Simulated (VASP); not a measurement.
Here is a VASP 6.6.1 calculation.

INCAR

```
ALGO = Normal ; EDIFF = 1E-6
ENCUT = 520 ; ISIF = 2
ISMEAR = -1 ; LASPH = True
LCHARG = True ; LELF = True
LREAL = False ; LVHAR = True
LWAVE = False ; NBANDS = 15
NELM = 100 ; PREC = Accurate
SIGMA = 0.05
```

KPOINTS

```
k-points
0
Gamma
  7 7 7
```

The input POSCAR:

```
BaTe
1.0
    0.0000000000      3.4100000000      3.4100000000
    3.4100000000      0.0000000000      3.4100000000
    3.4100000000      3.4100000000      0.0000000000
Ba Te
1 1
Direct
    0.0000000000      0.0000000000      0.0000000000
    0.5000000000      0.5000000000      0.5000000000
```

Potentials or basis: VASP PAW LDA potentials, release 64 (Ba_sv, Te).

Command:

```bash
$ cat potpaw_LDA.64/Ba_sv/POTCAR potpaw_LDA.64/Te/POTCAR > POTCAR
$ mpirun -np 1 vasp_std > vasp.out
```

Question: What does it give for the band gap on the k mesh?

Answer: 1.26 eV, indirect (least direct gap 1.64 eV).

Question: What does it give for the pressure?

Answer: 1.2 GPa.

Caveat: spin-orbit coupling is left out, which moves the levels of the heavy elements. A k mesh can miss the band edges.
